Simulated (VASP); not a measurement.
**MnHg: single point with PBE**

Crystal: MnHg.

```
Mn Hg
1.0
     3.50303    0.00000    0.00000
     0.00000    3.50303    0.00000
     0.00000    0.00000    3.50303
Mn Hg
1 1
Direct
  0.50000 0.50000 0.50000
  0.00000 0.00000 0.00000
```

```json
{
  "Program": "VASP 6.6.1",
  "Task": "single point",
  "Functional": "PBE",
  "Potentials or basis": "VASP PAW PBE potentials, release 64 (Mn_pv, Hg)",
  "Cutoff": "520 eV",
  "k mesh": "10 × 10 × 10",
  "Occupations": "fermi-dirac, width 0.1 eV",
  "Spin": "collinear spin, ferromagnetic start",
  "Starting moments": "[4.0, 0.0] μB",
  "Dipole correction": "no",
  "Further INCAR settings": "ALGO = Normal; EDIFF = 1e-06; NBANDS = 24"
}
```

```
Pressure                                              : -7.6 GPa
Net moment                                            : 4.19 μB per cell
Site moments                                          : Mn +4.05; Hg -0.03 μB
Valence electrons inside the program's atomic spheres : Mn 11.28; Hg 10.48
```

Levels at points of the mesh, in eV from the Fermi level:
Spin up:
```tsv
k point	band 13	band 14	band 15	band 16	band 17	band 18
(0.00, 0.00, 0.00)	-2.44	-2.44	4.36	4.36	4.36	6.45
(0.50, 0.00, 0.00)	-2.91	-2.57	-1.99	8.76	8.76	8.88
(0.50, 0.50, 0.00)	-2.41	-1.32	-1.32	-0.25	1.80	10.46
(0.50, 0.50, 0.50)	-2.40	-0.28	3.34	3.51	3.51	3.51
```
Spin down:
```tsv
k point	band 6	band 7	band 8	band 9	band 10	band 11	band 12	band 13	band 14	band 15
(0.00, 0.00, 0.00)	-7.57	-6.76	-6.76	-6.76	0.41	0.41	1.34	1.34	1.34	4.73
(0.50, 0.00, 0.00)	-7.02	-7.02	-6.70	-4.87	-3.83	0.23	0.54	0.54	1.22	1.80
(0.50, 0.50, 0.00)	-7.05	-7.05	-6.37	-3.39	-1.09	-1.09	0.45	1.16	1.16	1.70
(0.50, 0.50, 0.50)	-7.47	-6.35	-6.35	-1.11	-1.11	-1.11	-0.39	1.72	1.72	4.77
```

Wall time 82 s on 1 thread of Intel(R) Xeon(R) Platinum 8488C (Sapphire Rapids), with other jobs on the host, peak memory 0.23 GiB.

Caveat: the cell stands under tension; spin-orbit coupling is left out, which moves the levels of the heavy elements.
